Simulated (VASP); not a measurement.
# MnO (R-3m) in VASP: notebook

The runs below take MnO through single point, with r2SCAN.

Everything below comes from runs of VASP 6.6.1. Logs are shortened: lines on timing, memory, paths and dates and some standing lists are left out, and cuts for length are marked.

### 1 The cell of the first run

The structure is trigonal, space group R-3m (No. 166). The conventional cell has a = 3.115 Å, b = 3.115 Å, c = 7.362 Å, α = 90.00°, β = 90.00°, γ = 120.00°. Mn (site symmetry -3m) has 6 O at 2.18 Å within 2.9 Å. Within 2.9 Å of O (site symmetry -3m) lie 6 Mn at 2.18 Å.

### 2 Single point, r2SCAN, collinear spin, antiferromagnetic start (10.31 Å³/atom)

File POSCAR:

```
MnO
1.0
   -2.0994583269     -2.0994583269      4.3021392378
   -4.3021392378     -2.0994583269      2.0994583269
   -2.0994583269     -4.3021392378      2.0994583269
Mn O
2 2
Direct
    0.0000000000      0.0000000000      0.0000000000
    0.5000000000      0.5000000000      0.5000000000
    1.2500000000     -0.7500000000     -0.7500000000
    1.7500000000     -0.2500000000     -0.2500000000
```

File INCAR.step1:

```
ALGO = Normal
EDIFF = 1E-4
ENCUT = 520
GGA = PE
ISMEAR = 0
ISPIN = 2
LASPH = T
LCHARG = F
LMAXMIX = 4
LREAL = F
LWAVE = T
MAGMOM = 4.57 -4.57 0 0
NBANDS = 31
NELM = 150
PREC = Accurate
SIGMA = 0.05
```

File INCAR.step2:

```
ALGO = Normal
EDIFF = 1E-6
ENCUT = 520
ISIF = 2
ISMEAR = 0
ISPIN = 2
ISTART = 1
LASPH = T
LCHARG = F
LMAXMIX = 4
LMIXTAU = T
LORBIT = 11
LREAL = F
LWAVE = F
MAGMOM = 4.57 -4.57 0 0
METAGGA = R2SCAN
NBANDS = 31
NELM = 150
PREC = Accurate
SIGMA = 0.05
```

File KPOINTS:

```
k-points
0
Gamma
  8 8 8
```

Potentials or basis: VASP PAW PBE potentials, release 64 (Mn_pv, O).

Command:

```sh
$ cat potpaw_PBE.64/Mn_pv/POTCAR potpaw_PBE.64/O/POTCAR > POTCAR
$ cp INCAR.step1 INCAR
$ mpirun -np 1 vasp_std > vasp.out
$ cp INCAR.step2 INCAR
$ mpirun -np 1 vasp_std > vasp.out
```

OUTCAR:

```text
EDIFF = 1E-6
   ENCUT = 520
   ISIF = 2
   ISMEAR = 0
   ISPIN = 2
   ISTART = 1
   LASPH = T
   LORBIT = 11
   LREAL = F
   METAGGA = R2SCAN
   NELM = 150
   PREC = Accurate

 ion  position               nearest neighbor table
   1  0.000  0.000  0.000-   4 2.18   3 2.18   4 2.18   3 2.18   4 2.18   3 2.18   2 3.04   2 3.04
                             2 3.04   2 3.04   2 3.04   2 3.04
   2  0.500  0.500  0.500-   3 2.18   4 2.18   3 2.18   4 2.18   3 2.18   4 2.18   1 3.04   1 3.04
                             1 3.04   1 3.04   1 3.04   1 3.04
   3  0.250  0.250  0.250-   1 2.18   2 2.18   1 2.18   2 2.18   1 2.18   2 2.18
   4  0.750  0.750  0.750-   2 2.18   1 2.18   2 2.18   1 2.18   2 2.18   1 2.18

  LATTYP: Found a trigonal (rhomboedric) cell.
 ALAT       =     5.2272222599
 COS(alpha) =     0.8224334147

  Lattice vectors:

 A1 = (  -2.0994583269,  -2.0994583269,   4.3021392378)
 A2 = (  -4.3021392378,  -2.0994583269,   2.0994583269)
 A3 = (  -2.0994583269,  -4.3021392378,   2.0994583269)

Analysis of symmetry for initial positions (statically):
=====================================================================
 Subroutine PRICEL returns following result:

  LATTYP: Found a trigonal (rhomboedric) cell.
 ALAT       =     3.0425096115
 COS(alpha) =     0.4758697104
[... 12 lines left out ...]
 Subroutine GETGRP returns: Found 12 space group operations
 (whereof 12 operations were pure point group operations)
 out of a pool of 12 trial point group operations.

The static configuration has the point symmetry D_3d.

Analysis of symmetry for dynamics (positions and initial velocities):
=====================================================================
 Subroutine PRICEL returns following result:

  LATTYP: Found a trigonal (rhomboedric) cell.
 ALAT       =     3.0425096115
 COS(alpha) =     0.4758697104
[... 12 lines left out ...]
 Subroutine GETGRP returns: Found 12 space group operations
 (whereof 12 operations were pure point group operations)
 out of a pool of 12 trial point group operations.

The dynamic configuration has the point symmetry D_3d.

Analysis of structural, dynamic, and magnetic symmetry:
=====================================================================
 Subroutine PRICEL returns following result:

  LATTYP: Found a trigonal (rhomboedric) cell.
 ALAT       =     3.0425096115
 COS(alpha) =     0.4758697104
[... 12 lines left out ...]
 Subroutine GETGRP returns: Found 12 space group operations
[... 124 lines left out ...]
  volume/ion in A,a.u.               =      10.31        69.58
  Fermi-wavevector in a.u.,A,eV,Ry     =   1.592981  3.010298 34.526001  2.537589
  Thomas-Fermi vector in A             =   2.691282
   LORBIT       =     11    0 simple, 1 ext, 2 COOP (PROOUT), +10 PAW based schemes
   METAGGA = R2SCAN    functional components
   LHFCALC =     F    Hartree Fock is set to
   AEXX    =    0.0000 exact exchange contribution
   IVDW    =     0    specifies the selected vdW correction
   LEPSILON=     F    determine dielectric tensor
   LRPA    =     F    only Hartree local field effects (RPA)
 spin polarized calculation
 Gauss-broadening in eV      SIGMA  =   0.05
  energy-cutoff  :      520.00
  volume of cell :       41.25
 maximum number of plane-waves:      1124
   NGX = 19   NGY = 19   NGZ = 19

 number of electron      37.9999989 magnetization      -0.0000000

 number of electron      37.9999989 magnetization       0.0000000

 Free energy of the ion-electron system (eV)
  ---------------------------------------------------
  ext. energy  EPLUGINS =         0.00000000
  ---------------------------------------------------
  free energy    TOTEN  =       -49.16643066 eV

  energy without entropy =      -49.16643066  energy(sigma->0) =      -49.16643066

 E-fermi :   7.5513     XC(G=0): -12.9402

 val. band max:        7.2689122604   @ k =   0.5000   0.5000   0.5000
 cond. band min:       9.1115851788   @ k =   0.0000   0.0000   0.0000
 fundamental gap:      1.8426729184
 Fermi energy:         7.5512900018

 spin component 1

 k-point     1 :       0.0000    0.0000    0.0000
  band No.  band energies     occupation
      1     -44.4853      1.00000
      2     -44.4187      1.00000
      3     -44.4187      1.00000
      4     -38.2533      1.00000
      5     -38.1861      1.00000
      6     -38.1861      1.00000
[... 805 lines left out ...]
     30      22.8020      0.00000
     31      22.9756      0.00000

 [... further k-points ...]

 spin component 2

 k-point     1 :       0.0000    0.0000    0.0000
  band No.  band energies     occupation
      1     -44.4853      1.00000
      2     -44.4187      1.00000
      3     -44.4187      1.00000
      4     -38.2533      1.00000
      5     -38.1861      1.00000
      6     -38.1861      1.00000
[... 805 lines left out ...]
     30      22.8020      0.00000
     31      22.9756      0.00000

 [... further k-points ...]
[... 5 lines left out ...]
  --------------------------------------------------------------------------------------
  -------------------------------------------------------------------------------------
  Total        1.9552194      1.9552194      1.9552194     -0.0154986      0.0154986      0.0154986
  in kB       75.9503943     75.9503943     75.9503943     -0.6020406      0.6020406      0.6020406
  external PRESSURE =      75.9503943 kB  Pullay stress =       0.0000000 kB

 VOLUME and BASIS-vectors are now :
 -----------------------------------------------------------------------------
  energy-cutoff  :      520.00
  volume of cell :       41.25
      direct lattice vectors                 reciprocal lattice vectors
    -2.099458327 -2.099458327  4.302139238     0.112119925  0.112119925  0.341872296
    -4.302139238 -2.099458327  2.099458327    -0.341872296  0.112119925 -0.112119925
    -2.099458327 -4.302139238  2.099458327     0.112119925 -0.341872296 -0.112119925

 POSITION                                       TOTAL-FORCE (eV/Angst)
 -----------------------------------------------------------------------------------
      0.00000      0.00000      0.00000         0.000000      0.000000     -0.000000
     -4.25053     -4.25053      4.25053         0.000000      0.000000      0.000000
     -2.12526     -2.12526      2.12526        -0.000000     -0.000000     -0.000000
     -6.37579     -6.37579      6.37579         0.000000      0.000000      0.000000
 -----------------------------------------------------------------------------------
    total drift:                                0.000000      0.000000      0.000000

  FREE ENERGIE OF THE ION-ELECTRON SYSTEM (eV)
  ---------------------------------------------------
  free  energy   TOTEN  =       -49.1664306598 eV

  energy  without entropy=      -49.1664306598  energy(sigma->0) =      -49.16643066

 total charge

# of ion       s       p       d       tot
------------------------------------------
    1        0.218   6.191   5.001  11.410
    2        0.218   6.191   5.001  11.410
    3        1.562   3.493   0.000   5.055
    4        1.562   3.493   0.000   5.055
--------------------------------------------------
tot          3.561  19.368  10.002  32.931

 magnetization (x)

# of ion       s       p       d       tot
------------------------------------------
    1        0.013   0.017   4.392   4.421
    2       -0.013  -0.017  -4.392  -4.421
    3        0.000   0.000   0.000   0.000
    4        0.000   0.000   0.000   0.000
--------------------------------------------------
tot          0.000   0.000   0.000   0.000
```

OUTCAR.step1:

```text
EDIFF = 1E-4
   ENCUT = 520
   GGA = PE
   ISMEAR = 0
[... 1915 lines left out ...]
      0.00000      0.00000      0.00000        -0.000000     -0.000000     -0.000000
     -4.25053     -4.25053      4.25053        -0.000000     -0.000000     -0.000000
     -2.12526     -2.12526      2.12526         0.000000      0.000000     -0.000000
     -6.37579     -6.37579      6.37579         0.000000      0.000000      0.000000
 -----------------------------------------------------------------------------------
    total drift:                                0.000000      0.000000      0.000000

  FREE ENERGIE OF THE ION-ELECTRON SYSTEM (eV)
  ---------------------------------------------------
  free  energy   TOTEN  =       -33.0592839421 eV

  energy  without entropy=      -33.0592839421  energy(sigma->0) =      -33.05928394
```

Run time: 26 min. Hardware: 1 thread of Intel Xeon 8259CL, shared host; peak memory 0.36 GiB.

What came out:

- Free energy: -49.1664 eV
- Pressure: 7.6 GPa
- Band gap on the k mesh: 1.84 eV
- Net moment: 0.00 μB per cell
- Site moments: Mn +4.42, -4.42; O +0.00 μB
- Valence electrons inside the program's atomic spheres: Mn 11.41; O 5.05

Stress tensor (GPa, compression positive):
```
 7.60 -0.06  0.06
-0.06  7.60  0.06
 0.06  0.06  7.60
```

Caveat: the cell stands under pressure; the PAW data sets were made with another functional, which shifts forces and pressure a little.

### 3 Single point, r2SCAN, collinear spin, antiferromagnetic start (10.53 Å³/atom)

This run uses another cell than the first one, of 10.53 Å³/atom.

File POSCAR:

```
MnO
1.0
   -2.1208902405     -2.1208902405      4.3363737418
   -4.3363737418     -2.1208902405      2.1208902405
   -2.1208902405     -4.3363737418      2.1208902405
Mn O
2 2
Direct
    0.0000000000      0.0000000000      0.0000000000
    0.5000000000      0.5000000000      0.5000000000
    1.2500000001     -0.7499999999     -0.7499999999
    1.7499999999     -0.2500000001     -0.2500000001
```

File INCAR.step1:

```
SYSTEM = MnO
PREC = Accurate
ENCUT = 520
ISMEAR = 0
SIGMA = 0.05
LREAL = .False.
LASPH = .True.
NELM = 150
ISPIN = 2
MAGMOM = 4.59 -4.59 0 0
LMAXMIX = 4
NBANDS = 31
GGA = PE
ALGO = Normal
EDIFF = 1E-4
LWAVE = .True.
LCHARG = .False.
```

File INCAR.step2:

```
SYSTEM = MnO
PREC = Accurate
ENCUT = 520
EDIFF = 1E-7
ISMEAR = 0
SIGMA = 0.05
LREAL = .False.
LASPH = .True.
NELM = 150
ALGO = Normal
ISIF = 2
LWAVE = .False.
LCHARG = .True.
ISPIN = 2
MAGMOM = 4.59 -4.59 0 0
LORBIT = 11
LMAXMIX = 4
METAGGA = R2SCAN
LMIXTAU = .True.
LELF = .True.
LVHAR = .True.
NBANDS = 31
ISTART = 1
```

File KPOINTS:

```
regular mesh
0
Gamma
  8 8 8
  0 0 0
```

Potentials or basis: VASP PAW PBE potentials, release 64 (Mn_pv, O).

Command:

```sh
$ cat potpaw_PBE.64/Mn_pv/POTCAR potpaw_PBE.64/O/POTCAR > POTCAR
$ cp INCAR.step1 INCAR
$ mpirun -np 1 vasp_std > vasp.out
$ cp INCAR.step2 INCAR
$ mpirun -np 1 vasp_std > vasp.out
```

It took 32 min on 1 thread of Intel Xeon 8259CL, shared host; peak memory 0.35 GiB.

It converged, with:

```
Free energy                                           : -49.1963 eV
Pressure                                              : 3.7 GPa
Band gap on the k mesh                                : 1.78 eV
Net moment                                            : 0.00 μB per cell
Site moments                                          : Mn +4.43, -4.43; O +0.00 μB
Valence electrons inside the program's atomic spheres : Mn 11.39; O 5.04
```

Levels at points of the mesh, in eV from the valence-band top:
Spin up:
```tsv
k point	band 16	band 17	band 18	band 19	band 20	band 21	band 22	band 23
(0.00, 0.00, 0.00)	-2.30	-1.94	-0.66	-0.66	1.78	3.39	3.39	3.43
(0.50, 0.00, 0.00)	-1.68	-1.41	-0.27	-0.11	2.35	4.09	4.24	4.71
(0.50, 0.50, 0.00)	-1.68	-1.48	-0.33	-0.18	2.70	4.17	4.26	5.07
(0.50, 0.50, 0.50)	-2.25	-1.88	0.00	0.00	2.80	3.28	3.28	4.09
```
Spin down:
| k point | band 17 | band 18 | band 19 | band 20 | band 21 | band 22 |
| --- | --- | --- | --- | --- | --- | --- |
| (0.00, 0.00, 0.00) | -1.94 | -0.66 | -0.66 | 1.78 | 3.39 | 3.39 |
| (0.50, 0.00, 0.00) | -1.41 | -0.27 | -0.11 | 2.35 | 4.09 | 4.24 |
| (0.50, 0.50, 0.00) | -1.48 | -0.33 | -0.18 | 2.70 | 4.17 | 4.26 |
| (0.50, 0.50, 0.50) | -1.88 | 0.00 | 0.00 | 2.80 | 3.28 | 3.28 |

Caveat: the cell stands under pressure; the PAW data sets were made with another functional, which shifts forces and pressure a little. r2SCAN opens gaps a little over a GGA but as a rule still falls short of measured ones.
